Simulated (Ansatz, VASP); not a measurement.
One calculation of LiTa2H2, two programs

```
CELL_PARAMETERS angstrom
3.40269 0.00000 0.00000
-1.70135 2.94682 0.00000
0.00000 0.00000 6.40879
ATOMIC_POSITIONS crystal
Li 0.00000 0.00000 0.00000
Ta 0.33333 0.66667 0.64493
Ta 0.66667 0.33333 0.35507
H 0.33333 0.66667 0.33439
H 0.66667 0.33333 0.66561
```

Change from the starting cell: species swapped into the TbAl2Si2 type (P-3m1, No. 164).

Alike in both runs: functional PBE; k mesh 12 × 12 × 6; occupations gaussian, width 0.1 eV; no spin polarisation.

Ansatz relaxed the structure, and its values are those at the end. VASP's run is a single point on that final structure, the one shown.

|  | VASP | Ansatz |
| --- | --- | --- |
| version | VASP 6.6.1 | Ansatz 0.2.0 |
| potentials or method | VASP PAW PBE potentials, release 64 (Li_sv, Ta_pv, H), cutoff 520 eV | scalar-relativistic, plane waves, PAW |
| valence electrons in the cell | 27 | 31 |

VASP gave:

* gap on the k mesh at the Fermi level (eV): none
* rms of the force components (eV/Å): 0.004

Task: Estimate Ansatz's values.

Result: gap on the k mesh at the Fermi level (eV): none; rms of the force components (eV/Å): 0.000.

A gap of «none» marks a metal or a gap that the smearing closes. VASP's potentials hold 27 valence electrons a cell and Ansatz's 31, so a difference there can come from the potentials and not from the codes.

Neither program's run includes spin-orbit coupling. Noted on VASP's run: the cutoff is short for stress, so the pressure is rough.
